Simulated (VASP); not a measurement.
# Rh (P6_3/mmc) in VASP: a series of runs

The runs below take Rh through single point, with r2SCAN.

All numbers are computed with VASP 6.6.1; they aren't measurements. Logs are shortened: lines on timing, memory, paths and dates and some standing lists are left out, and cuts for length are marked.

## Step 1: The cell of the first run

It takes space group P6_3/mmc (No. 194, hexagonal). The conventional cell has a = 2.731 Å, b = 2.731 Å, c = 4.428 Å, α = 90.00°, β = 90.00°, γ = 120.00°. Within 3.6 Å of Rh (site symmetry -6m2) lie 12 Rh at 2.72 to 2.73 Å.

## Step 2: Single point, r2SCAN

The input, POSCAR:

```
Rh
1.0
    2.7309790000      0.0000000000      0.0000000000
   -1.3654900000      2.3650970000      0.0000000000
    0.0000000000      0.0000000000      4.4284890000
Rh
2
Direct
    0.6666666667      0.3333333333      0.7500000000
    0.3333333333      0.6666666667      0.2500000000
```

The input, INCAR.step1:

```
SYSTEM = Rh
  PREC = Accurate
  ENCUT = 520
  ISMEAR = -1
  SIGMA = 0.1
  LREAL = .False.
  LASPH = .True.
  NELM = 60
  NBANDS = 22
  GGA = PE
  ALGO = Normal
  EDIFF = 1E-4
  LWAVE = .True.
  LCHARG = .False.
```

The input, INCAR.step2:

```
SYSTEM = Rh
  PREC = Accurate
  ENCUT = 520
  EDIFF = 1E-6
  ISMEAR = -1
  SIGMA = 0.1
  LREAL = .False.
  LASPH = .True.
  NELM = 60
  ALGO = Normal
  ISIF = 2
  LWAVE = .False.
  LCHARG = .False.
  METAGGA = R2SCAN
  LMIXTAU = .True.
  NBANDS = 22
  ISTART = 1
```

The input, KPOINTS:

```
regular mesh
0
Gamma
  5 5 3
  0 0 0
```

Potentials or basis: VASP PAW PBE potentials, release 64 (Rh_pv).

Started as:

```sh
cat potpaw_PBE.64/Rh_pv/POTCAR > POTCAR
cp INCAR.step1 INCAR
mpirun -np 1 vasp_std > vasp.out
cp INCAR.step2 INCAR
mpirun -np 1 vasp_std > vasp.out
```

OUTCAR:

```text
SYSTEM = Rh
   PREC = Accurate
   ENCUT = 520
   EDIFF = 1E-6
   ISMEAR = -1
   LREAL = .False.
   LASPH = .True.
   NELM = 60
   ISIF = 2
   METAGGA = R2SCAN
   ISTART = 1

 ion  position               nearest neighbor table
   1  0.667  0.333  0.750-   2 2.72   2 2.72   2 2.72   2 2.72   2 2.72   2 2.72
   2  0.333  0.667  0.250-   1 2.72   1 2.72   1 2.72   1 2.72   1 2.72   1 2.72

  LATTYP: Found a hexagonal cell.
 ALAT       =     2.7309790000
 C/A-ratio  =     1.6215756328

  Lattice vectors:

 A1 = (   2.7309790000,   0.0000000000,   0.0000000000)
 A2 = (  -1.3654900000,   2.3650970000,   0.0000000000)
 A3 = (   0.0000000000,   0.0000000000,   4.4284890000)

Analysis of symmetry for initial positions (statically):
=====================================================================
 Subroutine PRICEL returns:
 Original cell was already a primitive cell.

 Routine SETGRP: Setting up the symmetry group for a
 hexagonal supercell.

 Subroutine GETGRP returns: Found 24 space group operations
 (whereof 12 operations were pure point group operations)
 out of a pool of 24 trial point group operations.

The static configuration has the point symmetry D_3d.
 The point group associated with its full space group is D_6h.

Analysis of symmetry for dynamics (positions and initial velocities):
=====================================================================
 Subroutine PRICEL returns:
 Original cell was already a primitive cell.

 Routine SETGRP: Setting up the symmetry group for a
 hexagonal supercell.

 Subroutine GETGRP returns: Found 24 space group operations
 (whereof 12 operations were pure point group operations)
 out of a pool of 24 trial point group operations.

The dynamic configuration has the point symmetry D_3d.
 The point group associated with its full space group is D_6h.

 Subroutine INISYM returns: Found 24 space group operations
 (whereof 12 operations are pure point group operations),
 and found     1 'primitive' translations

----------------------------------------------------------------------------------------

                                     Primitive cell

  volume of cell :      28.6037

  direct lattice vectors                    reciprocal lattice vectors
     2.730979000  0.000000000  0.000000000     0.366169055  0.211407897  0.000000000
    -1.365490000  2.365097000  0.000000000     0.000000000  0.422815639  0.000000000
     0.000000000  0.000000000  4.428489000     0.000000000  0.000000000  0.225810655

  length of vectors
     2.730979000  2.730979084  4.428489000     0.422815652  0.422815639  0.225810655

  position of ions in fractional coordinates (direct lattice)
     0.666666667  0.333333333  0.750000000
     0.333333333  0.666666667  0.250000000

  ion indices of the primitive-cell ions
   primitive index   ion index
                 1           1
                 2           2

----------------------------------------------------------------------------------------

 KPOINTS: regular mesh

Automatic generation of k-mesh.
 Grid dimensions read from file:
 generate k-points for:    5    5    3

 Generating k-lattice:

  Cartesian coordinates                     Fractional coordinates (reciprocal lattice)
     0.073233811  0.042281579  0.000000000     0.200000000  0.000000000  0.000000000
     0.000000000  0.084563128  0.000000000     0.000000000  0.200000000  0.000000000
     0.000000000  0.000000000  0.075270218     0.000000000  0.000000000  0.333333333

  Length of vectors
     0.084563130  0.084563128  0.075270218

  Shift w.r.t. Gamma in fractional coordinates (k-lattice)
     0.000000000  0.000000000  0.000000000

 Subroutine IBZKPT returns following result:
 ===========================================

 Found     10 irreducible k-points:

 Following reciprocal coordinates:
            Coordinates               Weight
  0.000000  0.000000  0.000000      1.000000
  0.200000  0.000000  0.000000      6.000000
  0.400000  0.000000  0.000000      6.000000
  0.200000  0.200000  0.000000      6.000000
  0.400000  0.200000  0.000000      6.000000
  0.000000  0.000000  0.333333      2.000000
  0.200000  0.000000  0.333333     12.000000
  0.400000  0.000000  0.333333     12.000000
  0.200000  0.200000  0.333333     12.000000
  0.400000  0.200000  0.333333     12.000000
   k-points           NKPTS =     10   k-points in BZ     NKDIM =     10   number of bands    NBANDS=     22
   number of dos      NEDOS =    301   number of ions     NIONS =      2
   total plane-waves  NPLWV =  14400
   dimension x,y,z NGX =    20 NGY =   20 NGZ =   36
   dimension x,y,z NGXF=    40 NGYF=   40 NGZF=   72
   ions per type =               2
   NGX,Y,Z   is equivalent  to a cutoff of  12.17, 12.17, 13.51 a.u.
   NGXF,Y,Z  is equivalent  to a cutoff of  24.35, 24.35, 27.03 a.u.
 SYSTEM =  Rh
   PREC   = accura    normal or accurate (medium, high low for compatibility)
   ISTART =      1    job   : 0-new  1-cont  2-samecut
   ICHARG =      0    charge: 1-file 2-atom 10-const
   ISPIN  =      1    spin polarized calculation?
   LNONCOLLINEAR =      F non collinear calculations
   LSORBIT =      F    spin-orbit coupling
   LASPH  =      T    aspherical Exc in radial PAW
   ENCUT  =  520.0 eV  38.22 Ry    6.18 a.u.   5.08  5.08  8.23*2*pi/ulx,y,z
   NELM   =     60;   NELMIN=  2; NELMDL=  0     # of ELM steps
   EDIFF  = 0.1E-05   stopping-criterion for ELM
   LREAL  =      F    real-space projection
   EDIFFG = 0.1E-04   stopping-criterion for IOM
   NSW    =      0    number of steps for IOM
   IBRION =     -1    ionic relax: 0-MD 1-quasi-New 2-CG
   NFREE  =      0    steps in history (QN), initial steepest desc. (CG)
   ISIF   =      2    stress and relaxation
   ISYM   =      2    0-nonsym 1-usesym 2-fastsym
   POTIM  = 0.5000    time-step for ionic-motion
   TEBEG  =    0.0;   TEEND  =   0.0 temperature during run
   PSTRESS=    0.0 pullay stress
   NELECT =      30.0000    total number of electrons
   NUPDOWN=      -1.0000    fix difference up-down
   EMIN   =  10.00;   EMAX   =-10.00  energy-range for DOS
   EFERMI =   0.00;   METHOD = LEGACY
   ISMEAR =    -1;   SIGMA  =   0.10  broadening in eV -4-tet -1-fermi 0-gaus
   EFERMI_NEDOS =   21; number of points for ismear=-14 and -15
   IALGO  =     38    algorithm
   IMIX   =      4    mixing-type and parameters
     AMIX     =   0.40;   BMIX     =  1.00
     AMIX_MAG =   1.60;   BMIX_MAG =  1.00
  volume/ion in A,a.u.               =      14.30        96.51
  Fermi-wavevector in a.u.,A,eV,Ry     =   1.663314  3.143208 37.642069  2.766614
  Thomas-Fermi vector in A             =   2.750053
   LORBIT       =      0    0 simple, 1 ext, 2 COOP (PROOUT), +10 PAW based schemes
   METAGGA = R2SCAN    functional components
   LHFCALC =     F    Hartree Fock is set to
   AEXX    =    0.0000 exact exchange contribution
   IVDW    =     0    specifies the selected vdW correction
   LEPSILON=     F    determine dielectric tensor
   LRPA    =     F    only Hartree local field effects (RPA)
 non-spin polarized calculation
  energy-cutoff  :      520.00
  volume of cell :       28.60
 maximum number of plane-waves:       785
   NGX = 11   NGY = 11   NGZ = 17

 number of electron      30.0000008 magnetization

 Free energy of the ion-electron system (eV)
  ---------------------------------------------------
  ext. energy  EPLUGINS =         0.00000000
  ---------------------------------------------------
  free energy    TOTEN  =       -48.04036520 eV

  energy without entropy =      -47.87966388  energy(sigma->0) =      -47.96001454

 E-fermi :  11.2931     XC(G=0): -14.8699

 val. band max:       11.2611038991   @ k =   0.4000   0.2000   0.3333
 cond. band min:      11.3378007770   @ k =   0.4000   0.0000   0.3333
 fundamental gap:      0.0766968779
 Fermi energy:        11.2931437630

 k-point     1 :       0.0000    0.0000    0.0000
  band No.  band energies     occupation
      1     -37.2180      2.00000
      2     -36.6696      2.00000
      3     -36.6696      2.00000
      4     -36.5696      2.00000
      5     -36.5696      2.00000
      6     -36.5147      2.00000
[... 14 lines left out ...]
     21      28.7304      0.00000
     22      28.7309      0.00000

 k-point     2 :       0.2000    0.0000    0.0000
  band No.  band energies     occupation
      1     -37.1357      2.00000
      2     -36.8477      2.00000
      3     -36.7514      2.00000
      4     -36.7255      2.00000
      5     -36.5997      2.00000
      6     -36.5510      2.00000
[... 14 lines left out ...]
     21      28.7307      0.00000
     22      28.7313      0.00000

 k-point     3 :       0.4000    0.0000    0.0000
  band No.  band energies     occupation
      1     -37.1367      2.00000
      2     -37.0310      2.00000
      3     -36.9595      2.00000
      4     -36.8110      2.00000
      5     -36.6524      2.00000
      6     -36.6522      2.00000
[... 14 lines left out ...]
     21      25.4701      0.00000
     22      26.6924      0.00000

 k-point     4 :       0.2000    0.2000    0.0000
  band No.  band energies     occupation
      1     -37.0018      2.00000
      2     -37.0010      2.00000
      3     -36.9945      2.00000
      4     -36.8004      2.00000
      5     -36.7045      2.00000
      6     -36.6243      2.00000
[... 14 lines left out ...]
     21      23.3868      0.00000
     22      28.1474      0.00000

 k-point     5 :       0.4000    0.2000    0.0000
  band No.  band energies     occupation
      1     -37.1308      2.00000
      2     -37.0240      2.00000
      3     -36.9199      2.00000
      4     -36.8651      2.00000
      5     -36.7786      2.00000
      6     -36.7233      2.00000
[... 14 lines left out ...]
     21      23.7562      0.00000
     22      26.0293      0.00000

 k-point     6 :       0.0000    0.0000    0.3333
  band No.  band energies     occupation
      1     -37.0468      2.00000
      2     -36.6953      2.00000
      3     -36.6447      2.00000
      4     -36.6447      2.00000
      5     -36.5947      2.00000
      6     -36.5947      2.00000
[... 14 lines left out ...]
     21      28.7303      0.00000
     22      28.7312      0.00000

 k-point     7 :       0.2000    0.0000    0.3333
  band No.  band energies     occupation
      1     -37.0382      2.00000
      2     -36.8484      2.00000
      3     -36.7741      2.00000
      4     -36.6943      2.00000
      5     -36.6313      2.00000
      6     -36.6298      2.00000
[... 14 lines left out ...]
     21      28.7304      0.00000
     22      28.7360      0.00000

 k-point     8 :       0.4000    0.0000    0.3333
  band No.  band energies     occupation
      1     -37.1890      2.00000
      2     -37.1227      2.00000
      3     -36.8005      2.00000
      4     -36.7716      2.00000
      5     -36.6924      2.00000
      6     -36.6643      2.00000
[... 14 lines left out ...]
     21      26.5927      0.00000
     22      27.5366      0.00000

 k-point     9 :       0.2000    0.2000    0.3333
  band No.  band energies     occupation
      1     -37.0973      2.00000
      2     -37.0438      2.00000
      3     -36.8162      2.00000
      4     -36.8111      2.00000
      5     -36.7231      2.00000
      6     -36.6341      2.00000
[... 14 lines left out ...]
     21      25.7091      0.00000
     22      27.0014      0.00000

 k-point    10 :       0.4000    0.2000    0.3333
  band No.  band energies     occupation
      1     -37.1652      2.00000
      2     -37.1171      2.00000
      3     -36.9302      2.00000
      4     -36.8427      2.00000
      5     -36.7208      2.00000
      6     -36.6615      2.00000
[... 14 lines left out ...]
     21      22.8135      0.00000
     22      25.8231      0.00000

------------------------ aborting loop because EDIFF is reached ----------------------------------------

  FORCE on cell =-STRESS in cart. coord.  units (eV):
  Direction    XX          YY          ZZ          XY          YZ          ZX
  --------------------------------------------------------------------------------------
  -------------------------------------------------------------------------------------
  Total       -0.8921914     -0.8921913     -1.2816774      0.0000002      0.0000000      0.0000000
  in kB      -49.9741885    -49.9741804    -71.7904072      0.0000106      0.0000000      0.0000000
  external PRESSURE =     -57.2462587 kB  Pullay stress =       0.0000000 kB

 VOLUME and BASIS-vectors are now :
 -----------------------------------------------------------------------------
  energy-cutoff  :      520.00
  volume of cell :       28.60
      direct lattice vectors                 reciprocal lattice vectors
     2.730979000  0.000000000  0.000000000     0.366169055  0.211407897  0.000000000
    -1.365490000  2.365097000  0.000000000     0.000000000  0.422815639  0.000000000
     0.000000000  0.000000000  4.428489000     0.000000000  0.000000000  0.225810655

 POSITION                                       TOTAL-FORCE (eV/Angst)
 -----------------------------------------------------------------------------------
      1.36549      0.78837      3.32137        -0.000000     -0.000000      0.000000
     -0.00000      1.57673      1.10712         0.000000      0.000000      0.000000
 -----------------------------------------------------------------------------------
    total drift:                                0.000000     -0.000000      0.000000

  FREE ENERGIE OF THE ION-ELECTRON SYSTEM (eV)
  ---------------------------------------------------
  free  energy   TOTEN  =       -48.0403651994 eV

  energy  without entropy=      -47.8796638764  energy(sigma->0) =      -47.96001454
```

Wall time 13 s (1 thread of Intel Xeon 6975P-C (Granite Rapids), shared host); peak memory 0.14 GiB.

What came out:

```
Free energy            : -48.0404 eV
Pressure               : -5.7 GPa
Band gap on the k mesh : zero (band 15 reaches 11.49 eV, above the bottom of band 16 at 9.62 eV)
```

Caveat: the k points lie up to 0.53 Å⁻¹ apart; the PAW data sets were made with another functional, which shifts forces and pressure a little.

## Step 3: Single point, r2SCAN

POSCAR is that of step 2.

The input, INCAR.step1:

```
  PREC = Accurate
  ENCUT = 520
  ISMEAR = -1
  SIGMA = 0.1
  LREAL = False
  LASPH = True
  NELM = 100
  NBANDS = 22
  GGA = PE
  ALGO = Normal
  EDIFF = 1E-4
  LWAVE = True
  LCHARG = False
```

The input, INCAR.step2:

```
  PREC = Accurate
  ENCUT = 520
  EDIFF = 1E-7
  ISMEAR = -1
  SIGMA = 0.1
  LREAL = False
  LASPH = True
  NELM = 100
  ALGO = Normal
  ISIF = 2
  LWAVE = False
  LCHARG = False
  METAGGA = R2SCAN
  LMIXTAU = True
  NBANDS = 22
  ISTART = 1
```

The input, KPOINTS:

```
Automatic mesh
0
Gamma
  6 6 4
```

Potentials or basis: VASP PAW PBE potentials, release 64 (Rh_pv).

Started as:

```sh
cat potpaw_PBE.64/Rh_pv/POTCAR > POTCAR
cp INCAR.step1 INCAR
mpirun -np 1 vasp_std > vasp.out
cp INCAR.step2 INCAR
mpirun -np 1 vasp_std > vasp.out
```

Run time: 23 s. Hardware: 1 thread of Intel Xeon 6975P-C (Granite Rapids), shared host; peak memory 0.14 GiB.

Results (log left out):

```yaml
Free_energy: -48.1781 eV
Pressure: -8.1 GPa
Band_gap_on_the_k_mesh: zero (band 15 reaches 11.73 eV, above the bottom of band 16 at 9.39 eV)
```

Stress tensor (GPa, compression positive):
```
 -6.08   0.00   0.00
  0.00  -6.08   0.00
  0.00   0.00 -12.11
```

Levels at points of the mesh, in eV from the Fermi level:
| k point | band 13 | band 14 | band 15 | band 16 | band 17 | band 18 |
| --- | --- | --- | --- | --- | --- | --- |
| (0.00, 0.00, 0.00) | -2.34 | -1.77 | -1.77 | 0.22 | 0.22 | 0.99 |
| (0.50, 0.00, 0.00) | -1.95 | 0.53 | 0.68 | 0.83 | 3.18 | 5.33 |
| (0.00, 0.00, 0.50) | -2.95 | -2.95 | -0.34 | -0.34 | -0.34 | -0.34 |
| (0.50, 0.00, 0.50) | -0.18 | -0.18 | 0.71 | 0.71 | 2.91 | 2.91 |

Caveat: the k points lie up to 0.44 Å⁻¹ apart; the PAW data sets were made with another functional, which shifts forces and pressure a little.

(Continued in part 2 of 2.)
